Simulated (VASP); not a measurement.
The system is Al3Cu2.

```
Al Cu
1.0
     4.09195    0.00000    0.00000
    -2.04598    3.54373    0.00000
     0.00000    0.00000    4.99278
Al Cu
3 2
Cartesian
  0.0000 0.0000 0.0000
  0.0000 2.3625 1.7471
  2.0460 1.1812 3.2457
  0.0000 2.3625 4.1915
  2.0460 1.1812 0.8013
```

Base run:

| Quantity | Value |
| --- | --- |
| Program | VASP 6.6.1 |
| Functional | PBEsol |
| Potentials or basis | VASP PAW PBE potentials, release 64 (Al, Cu) |
| Cutoff | 520 eV |
| k mesh | 5 × 5 × 4 |
| Occupations | fermi-dirac, width 0.01 eV |
| Spin | no spin polarisation |

Its results: pressure 0.3 GPa; largest force 0.045 eV/Å.

The run is repeated on the same cell with these changes: k mesh from 5 × 5 × 4 to 2 × 2 × 2. What comes out?

Pressure 3.0 GPa; largest force 0.351 eV/Å.

Caveats: some runs use coarse meshes; the PAW data sets were made with another functional, which shifts forces and pressure a little.
